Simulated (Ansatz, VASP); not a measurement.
## One calculation of K, two programs

```
CELL_PARAMETERS angstrom
7.08518 0.00000 0.00000
0.00000 7.08518 0.00000
0.00000 0.00000 7.08518
ATOMIC_POSITIONS crystal
K 0.03000 0.03000 0.03000
K 0.47000 0.97000 0.53000
K 0.53000 0.47000 0.97000
K 0.97000 0.53000 0.47000
```

Alike in both runs: task single point; functional PBE; k mesh 4 × 4 × 4; occupations gaussian, width 0.1 eV; no spin polarisation.

|  | VASP | Ansatz |
| --- | --- | --- |
| version | VASP 6.6.1 | Ansatz 0.2.0 |
| potentials or method | VASP PAW PBE potentials, release 64 (K_sv), cutoff 520 eV | scalar-relativistic, plane waves, PAW |
| valence electrons in the cell | 36 | 36 |

```tsv
	VASP	Ansatz	Ansatz less VASP
gap on the k mesh at the Fermi level (eV)	none	none	-
pressure (GPa)	-0.4	-0.4	+0.01
rms of the force components (eV/Å)	0.055	0.055	+0.0001
```

Atom by atom the forces differ by 0.000 eV/Å (rms over components). A gap of «none» marks a metal or a gap that the smearing closes.
